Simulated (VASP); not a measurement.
# ZrH (I-4m2) in VASP: single point with LDA

Aim: the single point of ZrH with LDA.

Program: VASP 6.6.1. These are calculated values, not measurements. Logs are shortened: lines on timing, memory, paths and dates and some standing lists are left out, and cuts for length are marked.

### 1 The cell of the first run

It takes space group I-4m2 (No. 119, tetragonal). The conventional cell has a = 3.288 Å, b = 3.288 Å, c = 5.009 Å, α = 90.00°, β = 90.00°, γ = 90.00°. Zr (site symmetry -4m2) has 4 H at 2.07 Å within 2.7 Å. Within 2.7 Å of H (site symmetry -4m2) lie 4 Zr at 2.07 Å.

### 2 Single point, LDA

INCAR reads:

```
SYSTEM = ZrH
PREC = Accurate ; ENCUT = 520
EDIFF = 1E-7 ; ISMEAR = -1
SIGMA = 0.1 ; LREAL = .FALSE.
LASPH = .TRUE. ; NELM = 80
ALGO = Normal ; ISIF = 2
LWAVE = .FALSE. ; LCHARG = .TRUE.
LELF = .TRUE. ; LVHAR = .TRUE.
NBANDS = 14
```

KPOINTS reads:

```
regular mesh
0
G
  11 11 11
  0 0 0
```

POSCAR reads:

```
ZrH
1.0
   -1.6439080000      1.6439080000      2.5043990000
    1.6439080000     -1.6439080000      2.5043990000
    1.6439080000      1.6439080000     -2.5043990000
Zr H
1 1
Direct
    0.0000000000      0.0000000000      0.0000000000
    0.7500000000      0.2500000000      0.5000000000
```

Potentials or basis: VASP PAW LDA potentials, release 64 (Zr_sv, H).

Started as:

```sh
$ cat potpaw_LDA.64/Zr_sv/POTCAR potpaw_LDA.64/H/POTCAR > POTCAR
$ mpirun -np 1 vasp_std > vasp.out
```

OUTCAR:

```text
SYSTEM = ZrH
   PREC = Accurate
   ENCUT = 520
   EDIFF = 1E-7
   ISMEAR = -1
   LREAL = .FALSE.
   LASPH = .TRUE.
   NELM = 80
   ISIF = 2

 ion  position               nearest neighbor table
   1  0.000  0.000  0.000-   2 2.07   2 2.07   2 2.07   2 2.07
   2  0.750  0.250  0.500-   1 2.07   1 2.07   1 2.07   1 2.07

  LATTYP: Found a body centered tetragonal cell.
 ALAT       =     3.2878160000
 C/A-ratio  =     1.5234423094

  Lattice vectors:

 A1 = (  -1.6439080000,   1.6439080000,   2.5043990000)
 A2 = (   1.6439080000,  -1.6439080000,   2.5043990000)
 A3 = (   1.6439080000,   1.6439080000,  -2.5043990000)

Analysis of symmetry for initial positions (statically):
=====================================================================
 Subroutine PRICEL returns:
 Original cell was already a primitive cell.

 Routine SETGRP: Setting up the symmetry group for a
 body centered tetragonal supercell.

 Subroutine GETGRP returns: Found  8 space group operations
 (whereof  8 operations were pure point group operations)
 out of a pool of 16 trial point group operations.

The static configuration has the point symmetry D_2d.

Analysis of symmetry for dynamics (positions and initial velocities):
=====================================================================
 Subroutine PRICEL returns:
 Original cell was already a primitive cell.

 Routine SETGRP: Setting up the symmetry group for a
 body centered tetragonal supercell.

 Subroutine GETGRP returns: Found  8 space group operations
 (whereof  8 operations were pure point group operations)
 out of a pool of 16 trial point group operations.

The dynamic configuration has the point symmetry D_2d.

 Subroutine INISYM returns: Found  8 space group operations
 (whereof  8 operations are pure point group operations),
 and found     1 'primitive' translations

----------------------------------------------------------------------------------------

                                     Primitive cell

  volume of cell :      27.0719

  direct lattice vectors                    reciprocal lattice vectors
    -1.643908000  1.643908000  2.504399000     0.000000000  0.304153274  0.199648698
     1.643908000 -1.643908000  2.504399000     0.304153274  0.000000000  0.199648698
     1.643908000  1.643908000 -2.504399000     0.304153274  0.304153274  0.000000000

  length of vectors
     3.417145209  3.417145209  3.417145209     0.363825256  0.363825256  0.430137685

  position of ions in fractional coordinates (direct lattice)
[... 83 lines left out ...]
   IBRION =     -1    ionic relax: 0-MD 1-quasi-New 2-CG
   NFREE  =      0    steps in history (QN), initial steepest desc. (CG)
   ISIF   =      2    stress and relaxation
   ISYM   =      2    0-nonsym 1-usesym 2-fastsym
   POTIM  = 0.5000    time-step for ionic-motion
   TEBEG  =    0.0;   TEEND  =   0.0 temperature during run
   PSTRESS=    0.0 pullay stress
   NELECT =      13.0000    total number of electrons
   NUPDOWN=      -1.0000    fix difference up-down
   EMIN   =  10.00;   EMAX   =-10.00  energy-range for DOS
   EFERMI =   0.00;   METHOD = LEGACY
   ISMEAR =    -1;   SIGMA  =   0.10  broadening in eV -4-tet -1-fermi 0-gaus
   EFERMI_NEDOS =   21; number of points for ismear=-14 and -15
   IALGO  =     38    algorithm
   IMIX   =      4    mixing-type and parameters
     AMIX     =   0.40;   BMIX     =  1.00
     AMIX_MAG =   1.60;   BMIX_MAG =  1.00
  volume/ion in A,a.u.               =      13.54        91.35
  Fermi-wavevector in a.u.,A,eV,Ry     =   1.281985  2.422601 22.360995  1.643487
  Thomas-Fermi vector in A             =   2.414323
   LORBIT       =      0    0 simple, 1 ext, 2 COOP (PROOUT), +10 PAW based schemes
   GGA     = CA    functional components
   LHFCALC =     F    Hartree Fock is set to
   AEXX    =    0.0000 exact exchange contribution
   IVDW    =     0    specifies the selected vdW correction
   LEPSILON=     F    determine dielectric tensor
   LRPA    =     F    only Hartree local field effects (RPA)
 non-spin polarized calculation
  energy-cutoff  :      520.00
  volume of cell :       27.07
 maximum number of plane-waves:       744
 NGX is ok and might be reduce to    28
   NGX = 13   NGY = 13   NGZ = 13

 number of electron      12.9999999 magnetization

 Free energy of the ion-electron system (eV)
  ---------------------------------------------------
  ext. energy  EPLUGINS =         0.00000000
  ---------------------------------------------------
  free energy    TOTEN  =       -13.54286282 eV

  energy without entropy =      -13.49070530  energy(sigma->0) =      -13.51678406

 E-fermi :   7.4768     XC(G=0): -11.0793

 val. band max:        7.4619554549   @ k =  -0.3636   0.4545   0.0909
 cond. band min:       7.4806484222   @ k =  -0.1818  -0.3636   0.1818
 fundamental gap:      0.0186929673
 Fermi energy:         7.4768484325

 k-point     1 :       0.0000    0.0000    0.0000
  band No.  band energies     occupation
      1     -41.1059      2.00000
      2     -18.9670      2.00000
      3     -18.9379      2.00000
      4     -18.9379      2.00000
      5      -0.2736      2.00000
      6       7.6289      0.35872
      7       8.2554      0.00083
      8       8.2554      0.00083
      9       9.7499      0.00000
     10      10.7667      0.00000
     11      11.6348      0.00000
     12      19.9129      0.00000
     13      21.4312      0.00000
     14      21.4312      0.00000
[... 377 lines left out ...]
      1     -41.0713      2.00000
      2     -19.1423      2.00000
      3     -19.0302      2.00000
      4     -19.0237      2.00000
      5       0.6432      2.00000
      6       6.4086      1.99995
      7       8.4541      0.00011
      8       8.7883      0.00000
      9       9.2418      0.00000
     10      10.4501      0.00000
     11      14.4689      0.00000
     12      20.2174      0.00000
     13      20.5970      0.00000
     14      21.6797      0.00000

 [... further k-points ...]
[... 5 lines left out ...]
  --------------------------------------------------------------------------------------
  -------------------------------------------------------------------------------------
  Total       -1.0825168     -1.0825168     -1.1232793      0.0000000      0.0000000      0.0000000
  in kB      -64.0658650    -64.0658650    -66.4782857      0.0000000      0.0000000      0.0000000
  external PRESSURE =     -64.8700052 kB  Pullay stress =       0.0000000 kB

 VOLUME and BASIS-vectors are now :
 -----------------------------------------------------------------------------
  energy-cutoff  :      520.00
  volume of cell :       27.07
      direct lattice vectors                 reciprocal lattice vectors
    -1.643908000  1.643908000  2.504399000     0.000000000  0.304153274  0.199648698
     1.643908000 -1.643908000  2.504399000     0.304153274  0.000000000  0.199648698
     1.643908000  1.643908000 -2.504399000     0.304153274  0.304153274  0.000000000

 POSITION                                       TOTAL-FORCE (eV/Angst)
 -----------------------------------------------------------------------------------
      0.00000      0.00000      0.00000         0.000000     -0.000000     -0.000000
     -0.00000      1.64391      1.25220        -0.000000      0.000000      0.000000
 -----------------------------------------------------------------------------------
    total drift:                               -0.000000      0.000000     -0.000000

  FREE ENERGIE OF THE ION-ELECTRON SYSTEM (eV)
  ---------------------------------------------------
  free  energy   TOTEN  =       -13.5428628194 eV

  energy  without entropy=      -13.4907052994  energy(sigma->0) =      -13.51678406
```

Run time: 53 s. Hardware: 1 thread of AMD EPYC 7R13 (Zen 3), shared host; peak memory 0.15 GiB.

What came out:

- Free energy: -13.5429 eV
- Pressure: -6.5 GPa
- Band gap on the k mesh: zero (an odd number of electrons rules out a gap without spin polarisation)

Caveat: the cell stands under tension.
